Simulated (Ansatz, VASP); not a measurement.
**Two plane-wave programs on BN**

```
CELL_PARAMETERS angstrom
0.00000 1.79034 1.79034
1.79034 0.00000 1.79034
1.79034 1.79034 0.00000
ATOMIC_POSITIONS crystal
B 0.00000 0.00000 0.00000
N 0.25000 0.25000 0.25000
```

Alike in both runs: functional LDA; k mesh 10 × 10 × 10; no spin polarisation.

Ansatz relaxed the structure, and its values are those at the end. VASP's run is a single point on that final structure, the one shown.

```csv
,VASP,Ansatz
version,VASP 6.6.1,Ansatz 0.2.0
potentials or method,"VASP PAW LDA potentials, release 64 (B_h, N_h), cutoff 910 eV","scalar-relativistic, plane waves, PAW"
occupations,"gaussian, width 0.01 eV",fixed
valence electrons in the cell,8,8
```

|  | VASP | Ansatz | Ansatz less VASP |
| --- | --- | --- | --- |
| gap on the k mesh at the Fermi level (eV) | 4.38 | 4.39 | +0.012 |
| least direct gap on the mesh (eV) | 8.82 | 8.83 | +0.009 |

LDA's correlation is that of Perdew and Zunger in VASP and of Perdew and Wang (1992) in Ansatz.

Noted on VASP's run: the cutoff is short for stress, so the pressure is rough.
